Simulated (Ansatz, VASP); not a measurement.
Two plane-wave programs on In3GaAs4

INCAR

```
SYSTEM = In3GaAs4
ALGO = Normal
EDIFF = 1E-6
ENCUT = 520
GGA = PE
ISIF = 2
ISMEAR = -1
LASPH = .TRUE.
LCHARG = .FALSE.
LREAL = .FALSE.
LWAVE = .FALSE.
NBANDS = 46
NELM = 60
PREC = Accurate
SIGMA = 0.02
```

File KPOINTS:

```
k-points
0
G
  6 6 6
  0 0 0
```

POSCAR

```
In3GaAs4
1.0
   -3.0685159854      3.0685159854      6.1300044072
    3.0685159854     -3.0685159854      6.1300044072
    3.0685159854      3.0685159854     -6.1300044072
Ga As In
1 4 3
Direct
    0.0000000000      0.0000000000      0.0000000000
    0.3575207115      0.3575207115      0.4749475594
    0.1174268479      0.6424792885      0.0000000000
    0.8825731521      0.8825731521      0.5250524406
    0.6424792885      0.1174268479      0.0000000000
    0.7500000000      0.2500000000      0.5000000000
    0.5000000000      0.5000000000      0.0000000000
    0.2500000000      0.7500000000      0.5000000000
```

Input for Ansatz:

```yaml
crystal:
  lattice:
    - [-3.0685159854, 3.0685159854, 6.1300044072]
    - [3.0685159854, -3.0685159854, 6.1300044072]
    - [3.0685159854, 3.0685159854, -6.1300044072]
  atoms:
    - { symbol: Ga, position: [0.0, 0.0, 0.0] }
    - { symbol: As, position: [0.3575207115, 0.3575207115, 0.4749475594] }
    - { symbol: In, position: [0.75, 0.25, 0.5] }
    - { symbol: As, position: [0.1174268479, 0.6424792885, 0.0] }
    - { symbol: In, position: [0.5, 0.5, 0.0] }
    - { symbol: As, position: [0.8825731521, 0.8825731521, 0.5250524406] }
    - { symbol: In, position: [0.25, 0.75, 0.5] }
    - { symbol: As, position: [0.6424792885, 0.1174268479, 0.0] }
kpoints:
  mp_grid: { grid: [6, 6, 6] }
hamiltonian:
  xc: pbe
scf:
  occupations: { method: fermi_dirac, width: 0.02 }
  n_extra_bands: 6
output:
  forces: true
  stress: true
  eigenvalues: true
```

Alike in both runs: task single point; functional PBE; k mesh 6 × 6 × 6; occupations fermi-dirac, width 0.02 eV; no spin polarisation.

|  | VASP | Ansatz |
| --- | --- | --- |
| version | VASP 6.6.1 | Ansatz 0.2.0 |
| potentials or method | VASP PAW PBE potentials, release 64 (Ga_d, As, In_d) | plane waves, PAW |
| plane-wave cutoff (eV) | 520 | 420 |
| valence electrons in the cell | 72 | 112 |

VASP gave:

| Quantity | Value |
| --- | --- |
| pressure (GPa) | -1.3 |
| rms of the force components (eV/Å) | 0.008 |

Estimate Ansatz's values.

pressure (GPa): -1.4; rms of the force components (eV/Å): 0.006.

VASP's potentials hold 72 valence electrons a cell and Ansatz's 112, so a difference there can come from the potentials and not from the codes.
